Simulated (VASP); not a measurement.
# ScBPd3 (Pm-3m) in VASP: a series of runs

Runs on ScBPd3. Level: PBE. Tasks: single point.

Program: VASP 6.6.1. These are calculated values, not measurements. Logs are shortened: lines on timing, memory, paths and dates and some standing lists are left out, and cuts for length are marked.

**1. The cell of the first run**

It takes space group Pm-3m (No. 221, cubic). The conventional cell has a = 4.235 Å, b = 4.235 Å, c = 4.235 Å, α = 90.00°, β = 90.00°, γ = 90.00°. Within 3.9 Å of Sc (site symmetry m-3m) lie 12 Pd at 2.99 Å and 8 B at 3.67 Å. B (site symmetry m-3m) has 6 Pd at 2.12 Å within 2.8 Å. Within 2.8 Å of Pd (site symmetry 4/mmm) lie 2 B at 2.12 Å.

**2. Single point, PBE**

INCAR

```
PREC     = Accurate       # precision mode
ENCUT    = 520            # plane-wave cutoff, eV
EDIFF    = 1E-7           # SCF threshold, eV
ISMEAR   = 1              # smearing method
SIGMA    = 0.1            # smearing width, eV
LREAL    = F              # projectors in reciprocal space
LASPH    = T              # aspherical terms in the spheres
NELM     = 80             # most SCF steps
ALGO     = Normal         # electronic algorithm
ISIF     = 2              # what is computed and relaxed
LWAVE    = F              # write WAVECAR
LCHARG   = T              # write CHGCAR
GGA      = PE             # functional
LELF     = T              # ELF
LVHAR    = T            
NBANDS   = 30             # bands
```

KPOINTS

```
Automatic mesh
0
Gamma
  6 6 6
```

POSCAR

```
ScBPd3
1.0
    4.2349570000      0.0000000000      0.0000000000
    0.0000000000      4.2349570000      0.0000000000
    0.0000000000      0.0000000000      4.2349570000
Sc B Pd
1 1 3
Direct
    0.0000000000      0.0000000000      0.0000000000
    0.5000000000      0.5000000000      0.5000000000
    0.0000000000      0.5000000000      0.5000000000
    0.5000000000      0.5000000000      0.0000000000
    0.5000000000      0.0000000000      0.5000000000
```

Potentials or basis: VASP PAW PBE potentials, release 64 (Sc_sv, B, Pd).

On the command line:

```console
$ cat potpaw_PBE.64/Sc_sv/POTCAR potpaw_PBE.64/B/POTCAR potpaw_PBE.64/Pd/POTCAR > POTCAR
$ mpirun -np 1 vasp_std > vasp.out
```

OUTCAR:

```text
PREC = Accurate
   ENCUT = 520
   EDIFF = 1E-7
   ISMEAR = 1
   LREAL = F
   LASPH = T
   NELM = 80
   ISIF = 2
   GGA = PE

 ion  position               nearest neighbor table
   1  0.000  0.000  0.000-   3 2.99   4 2.99   5 2.99   3 2.99   5 2.99   3 2.99   4 2.99   3 2.99
                             4 2.99   5 2.99   5 2.99   4 2.99
   2  0.500  0.500  0.500-   3 2.12   4 2.12   5 2.12   4 2.12   5 2.12   3 2.12
   3  0.000  0.500  0.500-   2 2.12   2 2.12   4 2.99   5 2.99   1 2.99   4 2.99   1 2.99   5 2.99
                             1 2.99   1 2.99   4 2.99   5 2.99   4 2.99   5 2.99
   4  0.500  0.500  0.000-   2 2.12   2 2.12   3 2.99   5 2.99   1 2.99   3 2.99   5 2.99   1 2.99
                             5 2.99   5 2.99   1 2.99   3 2.99   3 2.99   1 2.99
   5  0.500  0.000  0.500-   2 2.12   2 2.12   3 2.99   4 2.99   1 2.99   4 2.99   1 2.99   3 2.99
                             4 2.99   4 2.99   1 2.99   3 2.99   1 2.99   3 2.99

  LATTYP: Found a simple cubic cell.
 ALAT       =     4.2349570000

  Lattice vectors:

 A1 = (   4.2349570000,   0.0000000000,   0.0000000000)
 A2 = (   0.0000000000,   4.2349570000,   0.0000000000)
 A3 = (   0.0000000000,   0.0000000000,   4.2349570000)

Analysis of symmetry for initial positions (statically):
=====================================================================
 Subroutine PRICEL returns:
 Original cell was already a primitive cell.

 Routine SETGRP: Setting up the symmetry group for a
 simple cubic supercell.

 Subroutine GETGRP returns: Found 48 space group operations
 (whereof 48 operations were pure point group operations)
 out of a pool of 48 trial point group operations.

The static configuration has the point symmetry O_h .

Analysis of symmetry for dynamics (positions and initial velocities):
=====================================================================
 Subroutine PRICEL returns:
 Original cell was already a primitive cell.

 Routine SETGRP: Setting up the symmetry group for a
 simple cubic supercell.

 Subroutine GETGRP returns: Found 48 space group operations
 (whereof 48 operations were pure point group operations)
 out of a pool of 48 trial point group operations.

The dynamic configuration has the point symmetry O_h .

 Subroutine INISYM returns: Found 48 space group operations
 (whereof 48 operations are pure point group operations),
 and found     1 'primitive' translations

----------------------------------------------------------------------------------------

                                     Primitive cell

  volume of cell :      75.9534

  direct lattice vectors                    reciprocal lattice vectors
     4.234957000  0.000000000  0.000000000     0.236129906  0.000000000  0.000000000
     0.000000000  4.234957000  0.000000000     0.000000000  0.236129906  0.000000000
     0.000000000  0.000000000  4.234957000     0.000000000  0.000000000  0.236129906

  length of vectors
     4.234957000  4.234957000  4.234957000     0.236129906  0.236129906  0.236129906

  position of ions in fractional coordinates (direct lattice)
     0.000000000  0.000000000  0.000000000
     0.500000000  0.500000000  0.500000000
     0.000000000  0.500000000  0.500000000
     0.500000000  0.500000000  0.000000000
     0.500000000  0.000000000  0.500000000

  ion indices of the primitive-cell ions
   primitive index   ion index
                 1           1
                 2           2
                 3           3
                 4           4
                 5           5

----------------------------------------------------------------------------------------

 KPOINTS: Automatic mesh

Automatic generation of k-mesh.
 Grid dimensions read from file:
 generate k-points for:    6    6    6

 Generating k-lattice:

  Cartesian coordinates                     Fractional coordinates (reciprocal lattice)
     0.039354984  0.000000000  0.000000000     0.166666667  0.000000000  0.000000000
     0.000000000  0.039354984  0.000000000     0.000000000  0.166666667  0.000000000
     0.000000000  0.000000000  0.039354984     0.000000000  0.000000000  0.166666667

  Length of vectors
     0.039354984  0.039354984  0.039354984

  Shift w.r.t. Gamma in fractional coordinates (k-lattice)
     0.000000000  0.000000000  0.000000000

 Subroutine IBZKPT returns following result:
 ===========================================

 Found     20 irreducible k-points:

 Following reciprocal coordinates:
            Coordinates               Weight
  0.000000  0.000000  0.000000      1.000000
  0.166667  0.000000  0.000000      6.000000
  0.333333  0.000000  0.000000      6.000000
  0.500000  0.000000  0.000000      3.000000
  0.166667  0.166667  0.000000     12.000000
  0.333333  0.166667  0.000000     24.000000
[... 12 lines left out ...]
  0.500000  0.500000  0.333333      6.000000
  0.500000  0.500000  0.500000      1.000000
   k-points           NKPTS =     20   k-points in BZ     NKDIM =     20   number of bands    NBANDS=     30
   number of dos      NEDOS =    301   number of ions     NIONS =      5
   total plane-waves  NPLWV =  32768
   dimension x,y,z NGX =    32 NGY =   32 NGZ =   32
   dimension x,y,z NGXF=    64 NGYF=   64 NGZF=   64
   ions per type =               1   1   3
   NGX,Y,Z   is equivalent  to a cutoff of  12.56, 12.56, 12.56 a.u.
   NGXF,Y,Z  is equivalent  to a cutoff of  25.12, 25.12, 25.12 a.u.
 SYSTEM =  unknown system
   PREC   = accura    normal or accurate (medium, high low for compatibility)
   ISTART =      0    job   : 0-new  1-cont  2-samecut
   ICHARG =      2    charge: 1-file 2-atom 10-const
   ISPIN  =      1    spin polarized calculation?
   LNONCOLLINEAR =      F non collinear calculations
   LSORBIT =      F    spin-orbit coupling
   LASPH  =      T    aspherical Exc in radial PAW
   ENCUT  =  520.0 eV  38.22 Ry    6.18 a.u.   7.87  7.87  7.87*2*pi/ulx,y,z
   NELM   =     80;   NELMIN=  2; NELMDL= -5     # of ELM steps
   EDIFF  = 0.1E-06   stopping-criterion for ELM
   LREAL  =      F    real-space projection
   EDIFFG = 0.1E-05   stopping-criterion for IOM
   NSW    =      0    number of steps for IOM
   IBRION =     -1    ionic relax: 0-MD 1-quasi-New 2-CG
   NFREE  =      0    steps in history (QN), initial steepest desc. (CG)
   ISIF   =      2    stress and relaxation
   ISYM   =      2    0-nonsym 1-usesym 2-fastsym
   POTIM  = 0.5000    time-step for ionic-motion
   TEBEG  =    0.0;   TEEND  =   0.0 temperature during run
   PSTRESS=    0.0 pullay stress
   NELECT =      44.0000    total number of electrons
   NUPDOWN=      -1.0000    fix difference up-down
   EMIN   =  10.00;   EMAX   =-10.00  energy-range for DOS
   EFERMI =   0.00;   METHOD = LEGACY
   ISMEAR =     1;   SIGMA  =   0.10  broadening in eV -4-tet -1-fermi 0-gaus
   EFERMI_NEDOS =   21; number of points for ismear=-14 and -15
   IALGO  =     38    algorithm
   IMIX   =      4    mixing-type and parameters
     AMIX     =   0.40;   BMIX     =  1.00
     AMIX_MAG =   1.60;   BMIX_MAG =  1.00
  volume/ion in A,a.u.               =      15.19       102.51
  Fermi-wavevector in a.u.,A,eV,Ry     =   1.364719  2.578946 25.340296  1.862459
  Thomas-Fermi vector in A             =   2.491011
   LORBIT       =      0    0 simple, 1 ext, 2 COOP (PROOUT), +10 PAW based schemes
   GGA     = PE    functional components
   LHFCALC =     F    Hartree Fock is set to
   AEXX    =    0.0000 exact exchange contribution
   IVDW    =     0    specifies the selected vdW correction
   LEPSILON=     F    determine dielectric tensor
   LRPA    =     F    only Hartree local field effects (RPA)
 non-spin polarized calculation
 Methfessel and Paxton  Order N= 1 SIGMA  =   0.10
  energy-cutoff  :      520.00
  volume of cell :       75.95
 maximum number of plane-waves:      2103
 NGX is ok and might be reduce to    32
   NGX = 15   NGY = 15   NGZ = 15

 number of electron      43.9999994 magnetization

 Free energy of the ion-electron system (eV)
  ---------------------------------------------------
  ext. energy  EPLUGINS =         0.00000000
  ---------------------------------------------------
  free energy    TOTEN  =       -31.31655005 eV

  energy without entropy =      -31.31341415  energy(sigma->0) =      -31.31550475

 E-fermi :   8.1552     XC(G=0): -12.0095

 val. band max:        8.1377420575   @ k =   0.3333   0.3333   0.3333
 cond. band min:       8.1815795136   @ k =   0.1667   0.1667   0.0000
 fundamental gap:      0.0438374560
 Fermi energy:         8.1551611968

 k-point     1 :       0.0000    0.0000    0.0000
  band No.  band energies     occupation
      1     -42.6781      2.00000
      2     -21.2397      2.00000
      3     -21.2397      2.00000
      4     -21.2397      2.00000
      5      -2.3176      2.00000
      6       2.1038      2.00000
[... 22 lines left out ...]
     29      13.8507      0.00000
     30      13.8524      0.00000

 k-point     2 :       0.1667    0.0000    0.0000
  band No.  band energies     occupation
      1     -42.6779      2.00000
      2     -21.2437      2.00000
      3     -21.2399      2.00000
      4     -21.2399      2.00000
      5      -2.1273      2.00000
      6       2.3076      2.00000
[... 22 lines left out ...]
     29      13.2937      0.00000
     30      13.9647      0.00000

 k-point     3 :       0.3333    0.0000    0.0000
  band No.  band energies     occupation
      1     -42.6775      2.00000
      2     -21.2517      2.00000
      3     -21.2405      2.00000
      4     -21.2405      2.00000
      5      -1.6556      2.00000
      6       2.7552      2.00000
[... 22 lines left out ...]
     29      13.2287      0.00000
     30      13.8276      0.00000

 k-point     4 :       0.5000    0.0000    0.0000
  band No.  band energies     occupation
      1     -42.6773      2.00000
      2     -21.2557      2.00000
      3     -21.2407      2.00000
      4     -21.2407      2.00000
      5      -1.3395      2.00000
      6       2.3404      2.00000
[... 484 lines left out ...]
     29      11.5979      0.00000
     30      12.4127      0.00000

 k-point    19 :       0.5000    0.5000    0.3333
  band No.  band energies     occupation
      1     -42.6767      2.00000
      2     -21.2503      2.00000
      3     -21.2503      2.00000
      4     -21.2475      2.00000
      5       0.5452      2.00000
      6       1.3709      2.00000
[... 22 lines left out ...]
     29      11.8400      0.00000
     30      12.4446      0.00000

 k-point    20 :       0.5000    0.5000    0.5000
  band No.  band energies     occupation
      1     -42.6766      2.00000
      2     -21.2495      2.00000
      3     -21.2495      2.00000
      4     -21.2495      2.00000
      5       1.2562      2.00000
      6       1.2562      2.00000
[... 22 lines left out ...]
     29      11.9380      0.00000
     30      11.9380      0.00000

------------------------ aborting loop because EDIFF is reached ----------------------------------------

  FORCE on cell =-STRESS in cart. coord.  units (eV):
  Direction    XX          YY          ZZ          XY          YZ          ZX
  --------------------------------------------------------------------------------------
  -------------------------------------------------------------------------------------
  Total       -0.3892298     -0.3892298     -0.3892298      0.0000000      0.0000000      0.0000000
  in kB       -8.2105000     -8.2105000     -8.2105000      0.0000000      0.0000000      0.0000000
  external PRESSURE =      -8.2105000 kB  Pullay stress =       0.0000000 kB

 VOLUME and BASIS-vectors are now :
 -----------------------------------------------------------------------------
  energy-cutoff  :      520.00
  volume of cell :       75.95
      direct lattice vectors                 reciprocal lattice vectors
     4.234957000  0.000000000  0.000000000     0.236129906  0.000000000  0.000000000
     0.000000000  4.234957000  0.000000000     0.000000000  0.236129906  0.000000000
     0.000000000  0.000000000  4.234957000     0.000000000  0.000000000  0.236129906

 POSITION                                       TOTAL-FORCE (eV/Angst)
 -----------------------------------------------------------------------------------
      0.00000      0.00000      0.00000         0.000000      0.000000      0.000000
      2.11748      2.11748      2.11748         0.000000      0.000000      0.000000
      0.00000      2.11748      2.11748         0.000000      0.000000      0.000000
      2.11748      2.11748      0.00000         0.000000      0.000000      0.000000
      2.11748      0.00000      2.11748         0.000000      0.000000      0.000000
 -----------------------------------------------------------------------------------
    total drift:                                0.000000     -0.000000     -0.000000

  FREE ENERGIE OF THE ION-ELECTRON SYSTEM (eV)
  ---------------------------------------------------
  free  energy   TOTEN  =       -31.3165500514 eV

  energy  without entropy=      -31.3134141507  energy(sigma->0) =      -31.31550475
```

Wall time 36 s (1 thread of Intel Xeon 6975P-C, shared host); peak memory 0.2 GiB.

What came out:

```
Free energy            : -31.3166 eV
Pressure               : -0.8 GPa
Band gap on the k mesh : zero (band 22 reaches 8.41 eV, above the bottom of band 23 at 6.65 eV)
```

**3. Single point, PBE**

INCAR

```
SYSTEM = ScBPd3
PREC = Accurate ; ENCUT = 520
EDIFF = 1E-7 ; ISMEAR = 1
SIGMA = 0.05 ; LREAL = .False.
LASPH = .True. ; NELM = 80
ALGO = Normal ; ISIF = 2
LWAVE = .False. ; LCHARG = .False.
GGA = PE ; NBANDS = 30
```

KPOINTS

```
regular mesh
0
Gamma
  6 6 6
  0 0 0
```

POSCAR is that of step 2.

Potentials or basis: VASP PAW PBE potentials, release 64 (Sc_sv, B, Pd).

On the command line:

```console
$ cat potpaw_PBE.64/Sc_sv/POTCAR potpaw_PBE.64/B/POTCAR potpaw_PBE.64/Pd/POTCAR > POTCAR
$ mpirun -np 1 vasp_std > vasp.out
```

OUTCAR:

```text
SYSTEM = ScBPd3
   PREC = Accurate
   ENCUT = 520
   EDIFF = 1E-7
   ISMEAR = 1
   LREAL = .False.
   LASPH = .True.
   NELM = 80
   ISIF = 2
   GGA = PE

 ion  position               nearest neighbor table
   1  0.000  0.000  0.000-   3 2.99   4 2.99   5 2.99   3 2.99   5 2.99   3 2.99   4 2.99   3 2.99
                             4 2.99   5 2.99   5 2.99   4 2.99
   2  0.500  0.500  0.500-   3 2.12   4 2.12   5 2.12   4 2.12   5 2.12   3 2.12
   3  0.000  0.500  0.500-   2 2.12   2 2.12   4 2.99   5 2.99   1 2.99   4 2.99   1 2.99   5 2.99
[... 863 lines left out ...]
  -------------------------------------------------------------------------------------
  Total       -0.3794633     -0.3794633     -0.3794633      0.0000000      0.0000000     -0.0000000
  in kB       -8.0044849     -8.0044849     -8.0044849      0.0000000      0.0000000     -0.0000000
  external PRESSURE =      -8.0044849 kB  Pullay stress =       0.0000000 kB

 VOLUME and BASIS-vectors are now :
 -----------------------------------------------------------------------------
  energy-cutoff  :      520.00
  volume of cell :       75.95
      direct lattice vectors                 reciprocal lattice vectors
     4.234957000  0.000000000  0.000000000     0.236129906  0.000000000  0.000000000
     0.000000000  4.234957000  0.000000000     0.000000000  0.236129906  0.000000000
     0.000000000  0.000000000  4.234957000     0.000000000  0.000000000  0.236129906

 POSITION                                       TOTAL-FORCE (eV/Angst)
 -----------------------------------------------------------------------------------
      0.00000      0.00000      0.00000         0.000000      0.000000      0.000000
      2.11748      2.11748      2.11748         0.000000      0.000000      0.000000
      0.00000      2.11748      2.11748         0.000000      0.000000      0.000000
      2.11748      2.11748      0.00000         0.000000      0.000000      0.000000
      2.11748      0.00000      2.11748         0.000000      0.000000      0.000000
 -----------------------------------------------------------------------------------
    total drift:                                0.000000     -0.000000     -0.000000

  FREE ENERGIE OF THE ION-ELECTRON SYSTEM (eV)
  ---------------------------------------------------
  free  energy   TOTEN  =       -31.3145706622 eV

  energy  without entropy=      -31.3130291503  energy(sigma->0) =      -31.31405682
```

OSZICAR:

```text
N       E                     dE             d eps       ncg     rms          rms(c)
DAV:   1     0.386558347395E+03    0.38656E+03   -0.20203E+04  1200   0.150E+03
DAV:   2    -0.208135190822E+01   -0.38864E+03   -0.37379E+03  1206   0.417E+02
DAV:   3    -0.341408665125E+02   -0.32060E+02   -0.29647E+02  1804   0.107E+02
DAV:   4    -0.354981779248E+02   -0.13573E+01   -0.13421E+01  1798   0.238E+01
DAV:   5    -0.355109756709E+02   -0.12798E-01   -0.12772E-01  1440   0.200E+00    0.172E+01
DAV:   6    -0.315008064296E+02    0.40102E+01   -0.93597E+00  1746   0.251E+01    0.512E+00
DAV:   7    -0.313977891281E+02    0.10302E+00   -0.11712E+00  1806   0.730E+00    0.321E+00
DAV:   8    -0.313403912811E+02    0.57398E-01   -0.17530E-01  1808   0.347E+00    0.215E+00
DAV:   9    -0.313209996859E+02    0.19392E-01   -0.90988E-02  1778   0.243E+00    0.553E-01
DAV:  10    -0.313174009363E+02    0.35987E-02   -0.45663E-02  1448   0.108E+00    0.370E-01
DAV:  11    -0.313148553993E+02    0.25455E-02   -0.10537E-02  1690   0.948E-01    0.126E-01
DAV:  12    -0.313146187253E+02    0.23667E-03   -0.15278E-03  1810   0.475E-01    0.396E-02
DAV:  13    -0.313145720311E+02    0.46694E-04   -0.10632E-04  1772   0.108E-01    0.702E-03
DAV:  14    -0.313145713740E+02    0.65708E-06   -0.50058E-06  1536   0.142E-02    0.417E-03
DAV:  15    -0.313145706034E+02    0.77064E-06   -0.13642E-06  1604   0.649E-03    0.102E-03
DAV:  16    -0.313145706622E+02   -0.58854E-07   -0.58393E-08   792   0.194E-03
   1 F= -.31314571E+02 E0= -.31314057E+02  d E =-.154151E-02
```

It took 36 s on 1 thread of Intel Xeon 6975P-C, shared host; peak memory 0.2 GiB.

What came out:

| Quantity | Value |
| --- | --- |
| Free energy | -31.3146 eV |
| Pressure | -0.8 GPa |
| Band gap on the k mesh | zero (band 22 reaches 8.41 eV, above the bottom of band 23 at 6.65 eV) |
